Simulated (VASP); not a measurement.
# Ag (Fm-3m) in VASP: notebook

Ag is run at these levels: PBEsol; tasks: relaxation of cell and atoms.

All numbers are computed with VASP 6.6.1; they aren't measurements. Logs are shortened: lines on timing, memory, paths and dates and some standing lists are left out, and cuts for length are marked.

## 1. The cell of the first run

Symmetry: Fm-3m, No. 225, cubic system. Conventional cell: a = 4.054 Å, b = 4.054 Å, c = 4.054 Å, α = 90.00°, β = 90.00°, γ = 90.00°. Within 3.8 Å of Ag (site symmetry m-3m) lie 12 Ag at 2.87 Å.

## 2. Relaxation of cell and atoms, PBEsol, target pressure 15 GPa, at which the enthalpy is minimised

INCAR reads:

```
ALGO = Normal ; EDIFF = 1E-6
EDIFFG = -0.002 ; ENCUT = 600
GGA = PS ; IBRION = 2
ISIF = 3 ; ISMEAR = -1
LASPH = True ; LCHARG = False
LREAL = False ; LWAVE = False
NELM = 100 ; NSW = 100
PREC = Accurate ; PSTRESS = 150.0
SIGMA = 0.1
```

KPOINTS reads:

```
k-points
0
Gamma
  24 24 24
```

POSCAR reads:

```
Ag
1.0
    0.0000000000      2.0269122655      2.0269122655
    2.0269122655      0.0000000000      2.0269122655
    2.0269122655      2.0269122655      0.0000000000
Ag
1
Direct
    0.0000000000      0.0000000000      0.0000000000
```

Potentials or basis: VASP PAW PBE potentials, release 64 (Ag).

Launch:

```
cat potpaw_PBE.64/Ag/POTCAR > POTCAR
mpirun -np 1 vasp_std > vasp.out
```

OUTCAR:

```text
EDIFF = 1E-6
   EDIFFG = -0.002
   ENCUT = 600
   GGA = PS
   IBRION = 2
   ISIF = 3
   ISMEAR = -1
   LASPH = True
   LREAL = False
   NELM = 100
   NSW = 100
   PREC = Accurate
   PSTRESS = 150.0

 ion  position               nearest neighbor table
   1  0.000  0.000  0.000-

  LATTYP: Found a face centered cubic cell.
 ALAT       =     4.0538245310

  Lattice vectors:

 A1 = (   0.0000000000,   2.0269122655,   2.0269122655)
 A2 = (   2.0269122655,   0.0000000000,   2.0269122655)
 A3 = (   2.0269122655,   2.0269122655,   0.0000000000)

Analysis of symmetry for initial positions (statically):
=====================================================================
 Subroutine PRICEL returns:
 Original cell was already a primitive cell.

 Routine SETGRP: Setting up the symmetry group for a
 face centered cubic supercell.

 Subroutine GETGRP returns: Found 48 space group operations
 (whereof 48 operations were pure point group operations)
 out of a pool of 48 trial point group operations.

The static configuration has the point symmetry O_h .

Analysis of symmetry for dynamics (positions and initial velocities):
=====================================================================
 Subroutine PRICEL returns:
 Original cell was already a primitive cell.

 Routine SETGRP: Setting up the symmetry group for a
 face centered cubic supercell.

 Subroutine GETGRP returns: Found 48 space group operations
 (whereof 48 operations were pure point group operations)
 out of a pool of 48 trial point group operations.

The dynamic configuration has the point symmetry O_h .

 Subroutine INISYM returns: Found 48 space group operations
 (whereof 48 operations are pure point group operations),
 and found     1 'primitive' translations

----------------------------------------------------------------------------------------

                                     Primitive cell

  volume of cell :      16.6546

  direct lattice vectors                    reciprocal lattice vectors
     0.000000000  2.026912266  2.026912266    -0.246680633  0.246680633  0.246680633
     2.026912266  0.000000000  2.026912266     0.246680633 -0.246680633  0.246680633
     2.026912266  2.026912266  0.000000000     0.246680633  0.246680633 -0.246680633

  length of vectors
     2.866486816  2.866486816  2.866486816     0.427263389  0.427263389  0.427263389

  position of ions in fractional coordinates (direct lattice)
     0.000000000  0.000000000  0.000000000

  ion indices of the primitive-cell ions
   primitive index   ion index
                 1           1

----------------------------------------------------------------------------------------

 KPOINTS: k-points

Automatic generation of k-mesh.
 Grid dimensions read from file:
 generate k-points for:   24   24   24

 Generating k-lattice:

  Cartesian coordinates                     Fractional coordinates (reciprocal lattice)
    -0.010278360  0.010278360  0.010278360     0.041666667  0.000000000  0.000000000
     0.010278360 -0.010278360  0.010278360     0.000000000  0.041666667  0.000000000
     0.010278360  0.010278360 -0.010278360     0.000000000  0.000000000  0.041666667

  Length of vectors
     0.017802641  0.017802641  0.017802641

  Shift w.r.t. Gamma in fractional coordinates (k-lattice)
     0.000000000  0.000000000  0.000000000

 Subroutine IBZKPT returns following result:
 ===========================================

 Found    413 irreducible k-points:

 Following reciprocal coordinates:
            Coordinates               Weight
  0.000000  0.000000  0.000000      1.000000
  0.041667  0.000000  0.000000      8.000000
  0.083333  0.000000  0.000000      8.000000
  0.125000  0.000000  0.000000      8.000000
  0.166667  0.000000  0.000000      8.000000
  0.208333  0.000000  0.000000      8.000000
[... 16 lines left out ...]
  0.416667  0.041667  0.000000     24.000000
  0.458333  0.041667  0.000000     24.000000
 [... further k-points ...]
   k-points           NKPTS =    413   k-points in BZ     NKDIM =    413   number of bands    NBANDS=      9
   number of dos      NEDOS =    301   number of ions     NIONS =      1
   total plane-waves  NPLWV =  13824
   dimension x,y,z NGX =    24 NGY =   24 NGZ =   24
   dimension x,y,z NGXF=    48 NGYF=   48 NGZF=   48
   ions per type =               1
   NGX,Y,Z   is equivalent  to a cutoff of  13.92, 13.92, 13.92 a.u.
   NGXF,Y,Z  is equivalent  to a cutoff of  27.84, 27.84, 27.84 a.u.
 SYSTEM =  unknown system
   PREC   = accura    normal or accurate (medium, high low for compatibility)
   ISTART =      0    job   : 0-new  1-cont  2-samecut
   ICHARG =      2    charge: 1-file 2-atom 10-const
   ISPIN  =      1    spin polarized calculation?
   LNONCOLLINEAR =      F non collinear calculations
   LSORBIT =      F    spin-orbit coupling
   LASPH  =      T    aspherical Exc in radial PAW
   ENCUT  =  600.0 eV  44.10 Ry    6.64 a.u.   5.73  5.73  5.73*2*pi/ulx,y,z
   NELM   =    100;   NELMIN=  2; NELMDL= -5     # of ELM steps
   EDIFF  = 0.1E-05   stopping-criterion for ELM
   LREAL  =      F    real-space projection
   EDIFFG = -.2E-02   stopping-criterion for IOM
   NSW    =    100    number of steps for IOM
   IBRION =      2    ionic relax: 0-MD 1-quasi-New 2-CG
   NFREE  =      1    steps in history (QN), initial steepest desc. (CG)
   ISIF   =      3    stress and relaxation
   ISYM   =      2    0-nonsym 1-usesym 2-fastsym
   POTIM  = 0.5000    time-step for ionic-motion
   TEBEG  =    0.0;   TEEND  =   0.0 temperature during run
   PSTRESS=  150.0 pullay stress
   NELECT =      11.0000    total number of electrons
   NUPDOWN=      -1.0000    fix difference up-down
   EMIN   =  10.00;   EMAX   =-10.00  energy-range for DOS
   EFERMI =   0.00;   METHOD = LEGACY
   ISMEAR =    -1;   SIGMA  =   0.10  broadening in eV -4-tet -1-fermi 0-gaus
   EFERMI_NEDOS =   21; number of points for ismear=-14 and -15
   IALGO  =     38    algorithm
   IMIX   =      4    mixing-type and parameters
     AMIX     =   0.40;   BMIX     =  1.00
     AMIX_MAG =   1.60;   BMIX_MAG =  1.00
  volume/ion in A,a.u.               =      16.65       112.39
  Fermi-wavevector in a.u.,A,eV,Ry     =   1.425698  2.694178 27.655391  2.032614
  Thomas-Fermi vector in A             =   2.546054
   LORBIT       =      0    0 simple, 1 ext, 2 COOP (PROOUT), +10 PAW based schemes
   GGA     = PS    functional components
   LHFCALC =     F    Hartree Fock is set to
   AEXX    =    0.0000 exact exchange contribution
   IVDW    =     0    specifies the selected vdW correction
   LEPSILON=     F    determine dielectric tensor
   LRPA    =     F    only Hartree local field effects (RPA)
 conjugate gradient relaxation of ions
 non-spin polarized calculation
  energy-cutoff  :      600.00
  volume of cell :       16.65
 maximum number of plane-waves:       568
   NGX = 11   NGY = 11   NGZ = 11

--------------------------------------- Ionic step        1  -------------------------------------------

 number of electron      11.0000001 magnetization

 Free energy of the ion-electron system (eV)
  ---------------------------------------------------
  ext. energy  EPLUGINS =         0.00000000
  ---------------------------------------------------
  free energy    TOTEN  =        -3.31458115 eV

  energy without entropy =       -3.30711843  energy(sigma->0) =       -3.31084979

 E-fermi :   8.5812     XC(G=0): -12.5529

 val. band max:        8.5763730231   @ k =   0.4167   0.4167   0.0000
 cond. band min:       8.6044368641   @ k =   0.5000   0.1667   0.0417
 fundamental gap:      0.0280638410
 Fermi energy:         8.5812245426

 k-point     1 :       0.0000    0.0000    0.0000
  band No.  band energies     occupation
      1       0.5560      2.00000
      2       3.7034      2.00000
      3       3.7034      2.00000
      4       3.7034      2.00000
      5       4.7944      2.00000
      6       4.7944      2.00000
      7      24.5962      0.00000
      8      28.3080      0.00000
      9      28.3080      0.00000
[... 265 lines left out ...]
 k-point    24 :       0.4583    0.0417    0.0000
  band No.  band energies     occupation
      1       2.0708      2.00000
      2       3.6743      2.00000
      3       3.7291      2.00000
      4       5.4032      2.00000
      5       5.6090      2.00000
      6       7.6111      1.99988
      7      13.0545      0.00000
      8      23.9032      0.00000
      9      26.3330      0.00000

 [... further k-points ...]
[... 5 lines left out ...]
  --------------------------------------------------------------------------------------
  -------------------------------------------------------------------------------------
  Total       -0.0246312     -0.0246312     -0.0246312      0.0000000      0.0000000     -0.0000000
  in kB       -2.3695273     -2.3695273     -2.3695273      0.0000000      0.0000000     -0.0000000
  external PRESSURE =    -152.3695273 kB  Pullay stress =     150.0000000 kB
[... 94 lines left out ...]
  energy  without entropy=       -3.2487511543  energy(sigma->0) =       -3.25223761

  enthalpy is  TOTEN    =        -1.8364588273 eV   P V=        1.4192652291

[... ionic steps 4 to 8 ...]

--------------------------------------- Ionic step        9  -------------------------------------------

 number of electron      10.9999998 magnetization

------------------------ aborting loop because EDIFF is reached ----------------------------------------
[... 69 lines left out ...]
--------------------------------------- Ionic step       11  -------------------------------------------

 number of electron      10.9999998 magnetization

 Free energy of the ion-electron system (eV)
  ---------------------------------------------------
  ext. energy  EPLUGINS =         0.00000000
  ---------------------------------------------------
  free energy    TOTEN  =        -3.25081370 eV

  energy without entropy =       -3.24385163  energy(sigma->0) =       -3.24733267

 E-fermi :  10.0808     XC(G=0): -13.1498

 val. band max:       10.0285303227   @ k =   0.4583   0.2500   0.0000
 cond. band min:      10.0906818070   @ k =   0.5000   0.1667   0.0417
 fundamental gap:      0.0621514843
 Fermi energy:        10.0808206238

 k-point     1 :       0.0000    0.0000    0.0000
  band No.  band energies     occupation
      1       1.2613      2.00000
      2       4.7772      2.00000
      3       4.7772      2.00000
      4       4.7772      2.00000
      5       6.0723      2.00000
      6       6.0723      2.00000
      7      26.2256      0.00000
      8      30.5204      0.00000
      9      30.5204      0.00000
[... 265 lines left out ...]
 k-point    24 :       0.4583    0.0417    0.0000
  band No.  band energies     occupation
      1       2.8672      2.00000
      2       4.7366      2.00000
      3       4.8020      2.00000
      4       6.7654      2.00000
      5       7.0369      2.00000
      6       8.8696      1.99999
      7      15.1113      0.00000
      8      25.5824      0.00000
      9      28.8412      0.00000

 [... further k-points ...]
[... 5 lines left out ...]
  --------------------------------------------------------------------------------------
  -------------------------------------------------------------------------------------
  Total        1.4151383      1.4151383      1.4151383      0.0000000      0.0000000      0.0000000
  in kB      150.0957150    150.0957150    150.0957150      0.0000000      0.0000000      0.0000000
  external PRESSURE =       0.0957150 kB  Pullay stress =     150.0000000 kB
[... 20 lines left out ...]
  energy  without entropy=       -3.2438516313  energy(sigma->0) =       -3.24733267

  enthalpy is  TOTEN    =        -1.8365778656 eV   P V=        1.4142358392

 reached required accuracy - stopping structural energy minimisation
```

Run time: 1.9 min. Hardware: 1 thread of Intel Xeon Platinum 8488C (Sapphire Rapids), shared host; peak memory 0.22 GiB.

Results:

```yaml
Free_energy: -3.2508 eV
Relaxed_volume: 15.11 Å³/atom
Relaxed_cell: a = 2.775 Å, b = 2.775 Å, c = 2.775 Å, α = 60.00°, β = 60.00°, γ = 60.00°
Space_group_after_relaxing_to_0.05_Å: Fm-3m (No. 225)
Energy_change_on_relaxing_the_enthalpy_is_what_falls: +63.8 meV/atom
Ionic_steps: 11
Pressure_after_relaxing: 15.0 GPa
```

Step by step:
| step | energy change (eV) | largest force (eV/Å) | pressure (GPa) | volume (Å³) |
| --- | --- | --- | --- | --- |
| 1 | 0.0000 | 0.0000 | -0.24 | 16.65 |
| 2 | 0.4648 | 0.0000 | 55.05 | 13.12 |
| 3 | 0.0589 | 0.0000 | 14.28 | 15.16 |
| 4 | 0.0628 | 0.0000 | 14.85 | 15.12 |
| 5 | 0.0656 | 0.0000 | 15.25 | 15.09 |
| 6 | 0.0614 | 0.0000 | 14.68 | 15.13 |
| 7 | 0.0637 | 0.0000 | 14.96 | 15.11 |
| 8 | 0.0640 | 0.0000 | 15.04 | 15.10 |
| 9 | 0.0639 | 0.0000 | 15.05 | 15.10 |
| 10 | 0.0638 | 0.0000 | 15.02 | 15.11 |
| 11 | 0.0638 | 0.0000 | 15.01 | 15.11 |

Final structure:
```
Ag
1.0
     0.00000    1.96202    1.96202
     1.96202    0.00000    1.96202
     1.96202    1.96202    0.00000
Ag
1
Direct
  0.00000 0.00000 0.00000
```

Levels at points of the mesh, in eV from the Fermi level:
```csv
k point,band 4,band 5,band 6,band 7,band 8,band 9
"(0.00, 0.00, 0.00)",-5.30,-4.01,-4.01,16.14,20.44,20.44
"(0.50, 0.00, 0.00)",-3.02,-3.02,-0.85,4.27,15.40,19.02
"(0.50, 0.50, 0.00)",-2.76,-2.76,1.38,7.68,11.17,11.17
```

Caveat: the cell is relaxed towards a set pressure, so the enthalpy falls and the energy may rise; the PAW data sets were made with another functional, which shifts forces and pressure a little.

(Part 1 of 2 ends here.)
